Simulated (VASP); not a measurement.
GaP:

```xyz
2
Lattice="0.0000 2.7252 2.7252 2.7252 0.0000 2.7252 2.7252 2.7252 0.0000" Properties=species:S:1:pos:R:3 pbc="T T T"
Ga    0.0000    0.0000    0.0000
P     4.0879    4.0879    4.0879
```

- Program: VASP 6.6.1
- Task: relaxation of cell and atoms
- Functional: LDA
- Potentials or basis: VASP PAW LDA potentials, release 64 (Ga_d, P)
- Cutoff: 600 eV
- k mesh: 8 × 8 × 8
- Occupations: gaussian, width 0.02 eV
- Spin: no spin polarisation

At the start: pressure -2.7 GPa; volume 20.24 Å³/atom.

Question: Where does the relaxation end?

Answer: Over 6 steps the energy falls by 5.4 meV/atom and the volume is 19.61 Å³/atom (-3.1 %); space group F-43m (No. 216, to 0.05 Å).

Step by step:
| step | energy change (eV) | largest force (eV/Å) | pressure (GPa) | volume (Å³) |
| --- | --- | --- | --- | --- |
| 1 | 0.0000 | 0.0000 | -2.68 | 40.48 |
| 2 | -0.0073 | 0.0000 | 1.68 | 38.53 |
| 3 | -0.0108 | 0.0000 | -0.07 | 39.22 |
| 4 | -0.0108 | 0.0000 | 0.10 | 39.19 |
| 5 | -0.0108 | 0.0000 | -0.10 | 39.26 |
| 6 | -0.0108 | 0.0000 | 0.04 | 39.22 |

Final structure:
```yaml
crystal:
  lattice:
    - [0.00000, 2.69659, 2.69659]
    - [2.69659, 0.00000, 2.69659]
    - [2.69659, 2.69659, 0.00000]
  atoms:
    - { symbol: Ga, position: [0.00000, 0.00000, 0.00000] }
    - { symbol: P, position: [0.75000, 0.75000, 0.75000] }
```
